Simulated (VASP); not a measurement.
# Si2Ni (Fm-3m) in VASP: a series of runs

The runs below take Si2Ni through single point, relaxation of cell and atoms, with PBE.

All numbers are computed with VASP 6.6.1; they aren't measurements. Logs are shortened: lines on timing, memory, paths and dates and some standing lists are left out, and cuts for length are marked.

## Step 1: The cell of the first run

The structure is cubic, space group Fm-3m (No. 225). The conventional cell has a = 5.448 Å, b = 5.448 Å, c = 5.448 Å, α = 90.00°, β = 90.00°, γ = 90.00°. Si (site symmetry -43m) has 4 Ni at 2.36 Å and 6 Si at 2.72 Å within 3.1 Å. Ni (site symmetry m-3m) has 8 Si at 2.36 Å within 3.1 Å.

## Step 2: Single point, PBE

INCAR

```
SYSTEM = Si2Ni
PREC = Accurate
ENCUT = 600
EDIFF = 1E-6
ISMEAR = 0
SIGMA = 0.1
LREAL = .False.
LASPH = .True.
NELM = 120
ALGO = Normal
ISIF = 2
LWAVE = .False.
LCHARG = .False.
GGA = PE
NBANDS = 16
GGA_COMPAT = .False.
```

KPOINTS

```
regular mesh
0
Gamma
  6 6 6
  0 0 0
```

POSCAR

```
Si2Ni
1.0
    0.0000000000      2.7241162399      2.7241162399
    2.7241162399      0.0000000000      2.7241162399
    2.7241162399      2.7241162399      0.0000000000
Si Ni
2 1
Direct
    0.2500000000      0.2500000000      0.2500000000
    0.7500000000      0.7500000000      0.7500000000
    0.0000000000      0.0000000000      0.0000000000
```

Potentials or basis: VASP PAW PBE potentials, release 64 (Si, Ni).

On the command line:

```bash
cat potpaw_PBE.64/Si/POTCAR potpaw_PBE.64/Ni/POTCAR > POTCAR
mpirun -np 1 vasp_std > vasp.out
```

OUTCAR:

```text
SYSTEM = Si2Ni
   PREC = Accurate
   ENCUT = 600
   EDIFF = 1E-6
   ISMEAR = 0
   LREAL = .False.
   LASPH = .True.
   NELM = 120
   ISIF = 2
   GGA = PE

 ion  position               nearest neighbor table
   1  0.250  0.250  0.250-   3 2.36   3 2.36   3 2.36   3 2.36   2 2.72   2 2.72   2 2.72   2 2.72
                             2 2.72   2 2.72
   2  0.750  0.750  0.750-   3 2.36   3 2.36   3 2.36   3 2.36   1 2.72   1 2.72   1 2.72   1 2.72
                             1 2.72   1 2.72
   3  0.000  0.000  0.000-   2 2.36   2 2.36   1 2.36   2 2.36   1 2.36   1 2.36   2 2.36   1 2.36

  LATTYP: Found a face centered cubic cell.
 ALAT       =     5.4482324798

  Lattice vectors:

 A1 = (   0.0000000000,   2.7241162399,   2.7241162399)
 A2 = (   2.7241162399,   0.0000000000,   2.7241162399)
 A3 = (   2.7241162399,   2.7241162399,   0.0000000000)

Analysis of symmetry for initial positions (statically):
=====================================================================
 Subroutine PRICEL returns:
 Original cell was already a primitive cell.

 Routine SETGRP: Setting up the symmetry group for a
 face centered cubic supercell.

 Subroutine GETGRP returns: Found 48 space group operations
 (whereof 48 operations were pure point group operations)
 out of a pool of 48 trial point group operations.

The static configuration has the point symmetry O_h .

Analysis of symmetry for dynamics (positions and initial velocities):
=====================================================================
 Subroutine PRICEL returns:
 Original cell was already a primitive cell.

 Routine SETGRP: Setting up the symmetry group for a
 face centered cubic supercell.

 Subroutine GETGRP returns: Found 48 space group operations
 (whereof 48 operations were pure point group operations)
 out of a pool of 48 trial point group operations.

The dynamic configuration has the point symmetry O_h .

 Subroutine INISYM returns: Found 48 space group operations
 (whereof 48 operations are pure point group operations),
 and found     1 'primitive' translations

----------------------------------------------------------------------------------------

                                     Primitive cell

  volume of cell :      40.4303

  direct lattice vectors                    reciprocal lattice vectors
     0.000000000  2.724116240  2.724116240    -0.183545765  0.183545765  0.183545765
     2.724116240  0.000000000  2.724116240     0.183545765 -0.183545765  0.183545765
     2.724116240  2.724116240  0.000000000     0.183545765  0.183545765 -0.183545765

  length of vectors
     3.852482132  3.852482132  3.852482132     0.317910591  0.317910591  0.317910591

  position of ions in fractional coordinates (direct lattice)
     0.250000000  0.250000000  0.250000000
     0.750000000  0.750000000  0.750000000
     0.000000000  0.000000000  0.000000000

  ion indices of the primitive-cell ions
   primitive index   ion index
                 1           1
                 2           2
                 3           3

----------------------------------------------------------------------------------------

 KPOINTS: regular mesh

Automatic generation of k-mesh.
 Grid dimensions read from file:
 generate k-points for:    6    6    6

 Generating k-lattice:

  Cartesian coordinates                     Fractional coordinates (reciprocal lattice)
    -0.030590961  0.030590961  0.030590961     0.166666667  0.000000000  0.000000000
     0.030590961 -0.030590961  0.030590961     0.000000000  0.166666667  0.000000000
     0.030590961  0.030590961 -0.030590961     0.000000000  0.000000000  0.166666667

  Length of vectors
     0.052985099  0.052985099  0.052985099

  Shift w.r.t. Gamma in fractional coordinates (k-lattice)
     0.000000000  0.000000000  0.000000000

 Subroutine IBZKPT returns following result:
 ===========================================

 Found     16 irreducible k-points:

 Following reciprocal coordinates:
            Coordinates               Weight
  0.000000  0.000000  0.000000      1.000000
  0.166667  0.000000  0.000000      8.000000
  0.333333  0.000000  0.000000      8.000000
  0.500000  0.000000  0.000000      4.000000
  0.166667  0.166667  0.000000      6.000000
  0.333333  0.166667  0.000000     24.000000
[... 8 lines left out ...]
 -0.333333  0.333333  0.166667     24.000000
 -0.333333  0.500000  0.166667     12.000000
   k-points           NKPTS =     16   k-points in BZ     NKDIM =     16   number of bands    NBANDS=     16
   number of dos      NEDOS =    301   number of ions     NIONS =      3
   total plane-waves  NPLWV =  32768
   dimension x,y,z NGX =    32 NGY =   32 NGZ =   32
   dimension x,y,z NGXF=    64 NGYF=   64 NGZF=   64
   ions per type =               2   1
   NGX,Y,Z   is equivalent  to a cutoff of  13.81, 13.81, 13.81 a.u.
   NGXF,Y,Z  is equivalent  to a cutoff of  27.62, 27.62, 27.62 a.u.
 SYSTEM =  Si2Ni
   PREC   = accura    normal or accurate (medium, high low for compatibility)
   ISTART =      0    job   : 0-new  1-cont  2-samecut
   ICHARG =      2    charge: 1-file 2-atom 10-const
   ISPIN  =      1    spin polarized calculation?
   LNONCOLLINEAR =      F non collinear calculations
   LSORBIT =      F    spin-orbit coupling
   LASPH  =      T    aspherical Exc in radial PAW
   ENCUT  =  600.0 eV  44.10 Ry    6.64 a.u.   7.69  7.69  7.69*2*pi/ulx,y,z
   NELM   =    120;   NELMIN=  2; NELMDL= -5     # of ELM steps
   EDIFF  = 0.1E-05   stopping-criterion for ELM
   LREAL  =      F    real-space projection
   EDIFFG = 0.1E-04   stopping-criterion for IOM
   NSW    =      0    number of steps for IOM
   IBRION =     -1    ionic relax: 0-MD 1-quasi-New 2-CG
   NFREE  =      0    steps in history (QN), initial steepest desc. (CG)
   ISIF   =      2    stress and relaxation
   ISYM   =      2    0-nonsym 1-usesym 2-fastsym
   POTIM  = 0.5000    time-step for ionic-motion
   TEBEG  =    0.0;   TEEND  =   0.0 temperature during run
   PSTRESS=    0.0 pullay stress
   NELECT =      18.0000    total number of electrons
   NUPDOWN=      -1.0000    fix difference up-down
   EMIN   =  10.00;   EMAX   =-10.00  energy-range for DOS
   EFERMI =   0.00;   METHOD = LEGACY
   ISMEAR =     0;   SIGMA  =   0.10  broadening in eV -4-tet -1-fermi 0-gaus
   EFERMI_NEDOS =   21; number of points for ismear=-14 and -15
   IALGO  =     38    algorithm
   IMIX   =      4    mixing-type and parameters
     AMIX     =   0.40;   BMIX     =  1.00
     AMIX_MAG =   1.60;   BMIX_MAG =  1.00
  volume/ion in A,a.u.               =      13.48        90.95
  Fermi-wavevector in a.u.,A,eV,Ry     =   1.250058  2.362266 21.261063  1.562644
  Thomas-Fermi vector in A             =   2.384069
   LORBIT       =      0    0 simple, 1 ext, 2 COOP (PROOUT), +10 PAW based schemes
   GGA     = PE    functional components
   LHFCALC =     F    Hartree Fock is set to
   AEXX    =    0.0000 exact exchange contribution
   IVDW    =     0    specifies the selected vdW correction
   LEPSILON=     F    determine dielectric tensor
   LRPA    =     F    only Hartree local field effects (RPA)
 non-spin polarized calculation
 Gauss-broadening in eV      SIGMA  =   0.10
  energy-cutoff  :      600.00
  volume of cell :       40.43
 maximum number of plane-waves:      1363
   NGX = 15   NGY = 15   NGZ = 15

 number of electron      17.9999998 magnetization

 Free energy of the ion-electron system (eV)
  ---------------------------------------------------
  ext. energy  EPLUGINS =         0.00000000
  ---------------------------------------------------
  free energy    TOTEN  =       -17.37170291 eV

  energy without entropy =      -17.36594186  energy(sigma->0) =      -17.36882239

 E-fermi :  10.1541     XC(G=0): -11.4798

 val. band max:       10.0944288794   @ k =   0.5000   0.3333   0.0000
 cond. band min:      10.1917765650   @ k =   0.1667   0.1667   0.0000
 fundamental gap:      0.0973476856
 Fermi energy:        10.1540875789

 k-point     1 :       0.0000    0.0000    0.0000
  band No.  band energies     occupation
      1      -3.5214      2.00000
      2       5.0775      2.00000
      3       5.0775      2.00000
      4       5.0775      2.00000
      5       6.7548      2.00000
      6       6.7548      2.00000
[... 8 lines left out ...]
     15      14.7856      0.00000
     16      14.7856      0.00000

 k-point     2 :       0.1667    0.0000    0.0000
  band No.  band energies     occupation
      1      -3.1184      2.00000
      2       4.2464      2.00000
      3       5.1988      2.00000
      4       5.1988      2.00000
      5       6.6946      2.00000
      6       6.6946      2.00000
[... 8 lines left out ...]
     15      14.5562      0.00000
     16      15.0337      0.00000

 k-point     3 :       0.3333    0.0000    0.0000
  band No.  band energies     occupation
      1      -1.9395      2.00000
      2       2.2509      2.00000
      3       5.4234      2.00000
      4       5.4234      2.00000
      5       6.7293      2.00000
      6       6.7293      2.00000
[... 8 lines left out ...]
     15      16.8515      0.00000
     16      17.4547      0.00000

 k-point     4 :       0.5000    0.0000    0.0000
  band No.  band energies     occupation
      1      -0.3386      2.00000
      2       0.2417      2.00000
      3       5.5006      2.00000
      4       5.5006      2.00000
      5       6.5368      2.00000
      6       6.9336      2.00000
[... 8 lines left out ...]
     15      19.2533      0.00000
     16      20.0081      0.00000

 k-point     5 :       0.1667    0.1667    0.0000
  band No.  band energies     occupation
      1      -2.9843      2.00000
      2       4.3511      2.00000
      3       5.1289      2.00000
      4       5.1289      2.00000
      5       6.3954      2.00000
      6       6.8495      2.00000
[... 8 lines left out ...]
     15      15.9259      0.00000
     16      15.9259      0.00000

 k-point     6 :       0.3333    0.1667    0.0000
  band No.  band energies     occupation
      1      -2.0648      2.00000
      2       3.0763      2.00000
      3       5.2823      2.00000
      4       5.2856      2.00000
      5       6.0303      2.00000
      6       6.9295      2.00000
[... 8 lines left out ...]
     15      18.1013      0.00000
     16      18.3233      0.00000

 k-point     7 :       0.5000    0.1667    0.0000
  band No.  band energies     occupation
      1      -0.4637      2.00000
      2       1.0064      2.00000
      3       5.0280      2.00000
      4       5.5320      2.00000
      5       5.9170      2.00000
      6       6.7692      2.00000
[... 8 lines left out ...]
     15      19.5154      0.00000
     16      20.0167      0.00000

 k-point     8 :      -0.3333    0.1667    0.0000
  band No.  band energies     occupation
      1      -1.0553      2.00000
      2       1.6791      2.00000
      3       4.7337      2.00000
      4       5.7389      2.00000
      5       6.3532      2.00000
      6       6.4286      2.00000
[... 8 lines left out ...]
     15      16.9413      0.00000
     16      19.1705      0.00000

 k-point     9 :      -0.1667    0.1667    0.0000
  band No.  band energies     occupation
      1      -2.4562      2.00000
      2       3.4224      2.00000
      3       4.9234      2.00000
      4       5.5173      2.00000
      5       6.4181      2.00000
      6       6.8294      2.00000
[... 8 lines left out ...]
     15      15.7119      0.00000
     16      18.1270      0.00000

 k-point    10 :       0.3333    0.3333    0.0000
  band No.  band energies     occupation
      1      -1.4255      2.00000
      2       3.3238      2.00000
      3       4.6204      2.00000
      4       5.3632      2.00000
      5       5.3632      2.00000
      6       7.0440      2.00000
[... 8 lines left out ...]
     15      17.5882      0.00000
     16      20.1613      0.00000

 k-point    11 :       0.5000    0.3333    0.0000
  band No.  band energies     occupation
      1      -0.1275      2.00000
      2       2.2889      2.00000
      3       3.3877      2.00000
      4       5.3137      2.00000
      5       5.6220      2.00000
      6       6.7090      2.00000
[... 8 lines left out ...]
     15      20.0420      0.00000
     16      20.5030      0.00000

 k-point    12 :      -0.3333    0.3333    0.0000
  band No.  band energies     occupation
      1       0.4817      2.00000
      2       1.2227      2.00000
      3       3.2760      2.00000
      4       5.4885      2.00000
      5       5.9281      2.00000
      6       6.3273      2.00000
[... 8 lines left out ...]
     15      17.8891      0.00000
     16      18.3116      0.00000

 k-point    13 :       0.5000    0.5000    0.0000
  band No.  band energies     occupation
      1       0.3789      2.00000
      2       2.2574      2.00000
      3       2.9199      2.00000
      4       5.6956      2.00000
      5       5.6956      2.00000
      6       6.6620      2.00000
[... 8 lines left out ...]
     15      19.6644      0.00000
     16      21.1097      0.00000

 k-point    14 :       0.5000    0.3333    0.1667
  band No.  band energies     occupation
      1      -0.9287      2.00000
      2       2.3555      2.00000
      3       4.4600      2.00000
      4       5.0125      2.00000
      5       5.8931      2.00000
      6       6.6019      2.00000
[... 8 lines left out ...]
     15      18.6442      0.00000
     16      19.3703      0.00000

 k-point    15 :      -0.3333    0.3333    0.1667
  band No.  band energies     occupation
      1       0.6436      2.00000
      2       0.9286      2.00000
      3       4.1798      2.00000
      4       4.2449      2.00000
      5       6.1541      2.00000
      6       6.6191      2.00000
[... 8 lines left out ...]
     15      17.2459      0.00000
     16      21.1234      0.00000

 k-point    16 :      -0.3333    0.5000    0.1667
  band No.  band energies     occupation
      1       0.8032      2.00000
      2       1.9514      2.00000
      3       2.7491      2.00000
      4       4.2155      2.00000
      5       6.3015      2.00000
      6       6.6241      2.00000
[... 8 lines left out ...]
     15      19.3677      0.00000
     16      20.7709      0.00000

------------------------ aborting loop because EDIFF is reached ----------------------------------------

  FORCE on cell =-STRESS in cart. coord.  units (eV):
  Direction    XX          YY          ZZ          XY          YZ          ZX
  --------------------------------------------------------------------------------------
  -------------------------------------------------------------------------------------
  Total        0.0151879      0.0151879      0.0151879     -0.0000000      0.0000000     -0.0000000
  in kB        0.6018692      0.6018692      0.6018692     -0.0000000      0.0000000     -0.0000000
  external PRESSURE =       0.6018692 kB  Pullay stress =       0.0000000 kB

 VOLUME and BASIS-vectors are now :
 -----------------------------------------------------------------------------
  energy-cutoff  :      600.00
  volume of cell :       40.43
      direct lattice vectors                 reciprocal lattice vectors
     0.000000000  2.724116240  2.724116240    -0.183545765  0.183545765  0.183545765
     2.724116240  0.000000000  2.724116240     0.183545765 -0.183545765  0.183545765
     2.724116240  2.724116240  0.000000000     0.183545765  0.183545765 -0.183545765

 POSITION                                       TOTAL-FORCE (eV/Angst)
 -----------------------------------------------------------------------------------
      1.36206      1.36206      1.36206        -0.000000      0.000000      0.000000
      4.08617      4.08617      4.08617         0.000000     -0.000000     -0.000000
      0.00000      0.00000      0.00000        -0.000000      0.000000     -0.000000
 -----------------------------------------------------------------------------------
    total drift:                                0.000000     -0.000000      0.000000

  FREE ENERGIE OF THE ION-ELECTRON SYSTEM (eV)
  ---------------------------------------------------
  free  energy   TOTEN  =       -17.3717029130 eV

  energy  without entropy=      -17.3659418648  energy(sigma->0) =      -17.36882239
```

It took 5.7 s on 1 thread of Intel Xeon 6975P-C (Granite Rapids), shared host; peak memory 0.18 GiB.

Results:

```yaml
Free_energy: -17.3717 eV
Pressure: 0.1 GPa
Band_gap_on_the_k_mesh: zero (band 9 reaches 11.80 eV, above the bottom of band 10 at 9.67 eV)
```

Spin polarisation is off, so any magnetic state and its effect on volume and gap are missing.

## Step 3: Single point, PBE

This run uses another cell than the first one, of 13.02 Å³/atom, 0.966 times its volume.

INCAR

```
ALGO = Normal
EDIFF = 1E-6
ENCUT = 600
GGA = PE
GGA_COMPAT = False
ISIF = 2
ISMEAR = 0
LASPH = True
LCHARG = False
LREAL = False
LWAVE = False
NBANDS = 16
NELM = 120
PREC = Accurate
SIGMA = 0.1
```

KPOINTS

```
k-points
0
Gamma
  6 6 6
```

POSCAR

```
Si2Ni
1.0
    0.0000000000      2.6931550500      2.6931550500
    2.6931550500      0.0000000000      2.6931550500
    2.6931550500      2.6931550500      0.0000000000
Si Ni
2 1
Direct
    0.2500000000      0.2500000000      0.2500000000
    0.7500000000      0.7500000000      0.7500000000
    0.0000000000      0.0000000000      0.0000000000
```

Potentials or basis: VASP PAW PBE potentials, release 64 (Si, Ni).

On the command line:

```bash
cat potpaw_PBE.64/Si/POTCAR potpaw_PBE.64/Ni/POTCAR > POTCAR
mpirun -np 1 vasp_std > vasp.out
```

It took 6.5 s on 1 thread of Intel Xeon 6975P-C (Granite Rapids), shared host; peak memory 0.16 GiB.

It converged, with:

* Free energy: -17.3474 eV
* Pressure: 5.6 GPa
* Band gap on the k mesh: zero (band 9 reaches 12.34 eV, above the bottom of band 10 at 10.23 eV)

Levels at points of the mesh, in eV from the Fermi level:
| k point | band 6 | band 7 | band 8 | band 9 | band 10 | band 11 | band 12 | band 13 |
| --- | --- | --- | --- | --- | --- | --- | --- | --- |
| (0.00, 0.00, 0.00) | -3.62 | -0.28 | 1.66 | 1.66 | 1.66 | 2.20 | 2.20 | 2.20 |
| (0.50, 0.00, 0.00) | -3.42 | -3.42 | -1.54 | -1.54 | 1.74 | 1.75 | 1.75 | 2.62 |
| (0.50, 0.50, 0.00) | -3.70 | -3.70 | -3.54 | -3.20 | -0.45 | 1.33 | 7.66 | 8.33 |

[end of part 1 of 2]
